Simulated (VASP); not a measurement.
Here is a VASP 6.6.1 calculation.

Contents of INCAR:

```
ALGO = Normal
EDIFF = 1E-8
ENCUT = 520
IBRION = 8
ISIF = 2
ISMEAR = 0
LASPH = T
LCHARG = T
LEPSILON = T
LREAL = F
LWAVE = F
NELM = 60
NSW = 1
PREC = Accurate
SIGMA = 0.01
```

KPOINTS

```
k-points
0
Gamma
  10 10 10
```

POSCAR

```
BAs
1.0
    0.0000000000      2.3410826661      2.3410826661
    2.3410826661      0.0000000000      2.3410826661
    2.3410826661      2.3410826661      0.0000000000
B As
1 1
Direct
    0.0000000000      0.0000000000      0.0000000000
    0.7500000000      0.7500000000      0.7500000000
```

Potentials or basis: VASP PAW LDA potentials, release 64 (B, As).

Run with:

```sh
$ cat potpaw_LDA.64/B/POTCAR potpaw_LDA.64/As/POTCAR > POTCAR
$ mpirun -np 1 vasp_std > vasp.out
```

Task: What does it give for the electronic dielectric tensor (diagonal)?

Result: 9.62.

Task: Predict the Born charges (mean of the diagonal).

Result: B -0.67; As +0.67 e.

Task: Estimate the highest phonon frequency at Γ, LO-TO splitting left out.

Result: 728 cm⁻¹.

Phonon frequencies in cm⁻¹ (negative: imaginary):
```csv
q point,frequencies
"(0.000, 0.000, 0.000)",0 0 0 728 728 728
```

Caveat: the cell stands under pressure or tension, which shifts response properties.
